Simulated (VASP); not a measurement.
Crystal: Ba3Si.

```xyz
4
Lattice="4.9997 0.0000 0.0000 0.0000 4.9997 0.0000 0.0000 0.0000 4.9997" Properties=species:S:1:pos:R:3 pbc="T T T"
Ba    0.0000    2.4998    2.4998
Ba    2.4998    0.0000    2.4998
Ba    2.4998    2.4998    0.0000
Si    0.0000    0.0000    0.0000
```

```yaml
Program: VASP 6.6.1
Task: relaxation of cell and atoms
Functional: PBE
Potentials_or_basis: VASP PAW PBE potentials, release 64 (Ba_sv, Si)
Cutoff: 600 eV
k_mesh: 4 × 4 × 4
Occupations: gaussian, width 0.1 eV
Spin: no spin polarisation
```

At the start: pressure 7.8 GPa; volume 31.24 Å³/atom.

Question: Where does the relaxation end?

Answer: Over 4 steps the energy falls by 171.5 meV/atom and the volume is 40.09 Å³/atom (+28.3 %); space group Pm-3m (No. 221, to 0.1 Å) before and after.

The path:
```csv
step,energy change (eV),largest force (eV/Å),pressure (GPa),volume (Å³)
1,0.0000,0.0000,7.83,124.97
2,-0.6738,0.0000,0.72,154.66
3,-0.6841,0.0000,-0.27,162.69
4,-0.6861,0.0000,-0.01,160.37
```

Final structure:
```
CELL_PARAMETERS angstrom
5.43300 0.00000 0.00000
0.00000 5.43300 0.00000
0.00000 0.00000 5.43300
ATOMIC_POSITIONS crystal
Ba 0.00000 0.50000 0.50000
Ba 0.50000 0.00000 0.50000
Ba 0.50000 0.50000 0.00000
Si 0.00000 0.00000 0.00000
```

Caveat: the volume moved by over 15 % at a fixed basis, so the end points are rough.
